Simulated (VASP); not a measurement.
Write the native input for VASP 6.6.1 that does the following.

- Task: single point
- Functional: r2SCAN
- Potentials or basis: VASP PAW PBE potentials, release 64 (Al)
- Cutoff: 520 eV
- k mesh: 13 × 13 × 5
- Occupations: fermi-dirac, width 0.05 eV
- Spin: no spin polarisation
- Dipole correction: no
- Further INCAR settings: ALGO = Normal; EDIFF = 1e-06; NBANDS = 12

Crystal: Al.

```xyz
3
Lattice="0.0000 1.9961 -1.9961 -1.9961 0.0000 1.9961 3.9922 3.9922 3.9922" Properties=species:S:1:pos:R:3 pbc="T T T"
Al    0.0000    0.0000    0.0000
Al    0.0000    1.9961    1.9961
Al    1.9961    3.9922    1.9961
```

One way to write it, as run:

POSCAR

```
Al
1.0
    0.0000000000      1.9961079892     -1.9961079892
   -1.9961079892      0.0000000000      1.9961079892
    3.9922159783      3.9922159783      3.9922159783
Al
3
Direct
    0.0000000000      0.0000000000      0.0000000000
    0.3333333330      0.6666666670      0.3333333330
    0.6666666670      0.3333333330      0.6666666670
```

INCAR.step1

```
SYSTEM = Al
PREC     = Accurate       ! precision mode
ENCUT    = 520            ! plane-wave cutoff, eV
ISMEAR   = -1             ! smearing method
SIGMA    = 0.05           ! smearing width, eV
LREAL    = .FALSE.        ! projectors in reciprocal space
LASPH    = .TRUE.         ! aspherical terms in the spheres
NELM     = 60             ! most SCF steps
NBANDS   = 12             ! bands
GGA      = PE             ! functional
ALGO     = Normal         ! electronic algorithm
EDIFF    = 1E-4           ! SCF threshold, eV
LWAVE    = .TRUE.         ! write WAVECAR
LCHARG   = .FALSE.        ! write CHGCAR
```

INCAR.step2

```
SYSTEM = Al
PREC     = Accurate       ! precision mode
ENCUT    = 520            ! plane-wave cutoff, eV
EDIFF    = 1E-6           ! SCF threshold, eV
ISMEAR   = -1             ! smearing method
SIGMA    = 0.05           ! smearing width, eV
LREAL    = .FALSE.        ! projectors in reciprocal space
LASPH    = .TRUE.         ! aspherical terms in the spheres
NELM     = 60             ! most SCF steps
ALGO     = Normal         ! electronic algorithm
ISIF     = 2              ! what is computed and relaxed
LWAVE    = .FALSE.        ! write WAVECAR
LCHARG   = .TRUE.         ! write CHGCAR
METAGGA  = R2SCAN         ! meta-GGA
LMIXTAU  = .TRUE.       
LELF     = .TRUE.         ! ELF
LVHAR    = .TRUE.       
NBANDS   = 12             ! bands
ISTART   = 1
```

KPOINTS

```
regular mesh
0
G
  13 13 5
  0 0 0
```

Potentials or basis: VASP PAW PBE potentials, release 64 (Al).

The run is started by

```console
$ cat potpaw_PBE.64/Al/POTCAR > POTCAR
$ cp INCAR.step1 INCAR
$ mpirun -np 1 vasp_std > vasp.out
$ cp INCAR.step2 INCAR
$ mpirun -np 1 vasp_std > vasp.out
```

Results of the run:

```
Pressure : -0.3 GPa
```

Caveat: the PAW data sets were made with another functional, which shifts forces and pressure a little.

Run time: 61 s on 1 thread of Intel(R) Xeon(R) 6975P-C (Granite Rapids), on a shared host, peak memory 0.19 GiB.
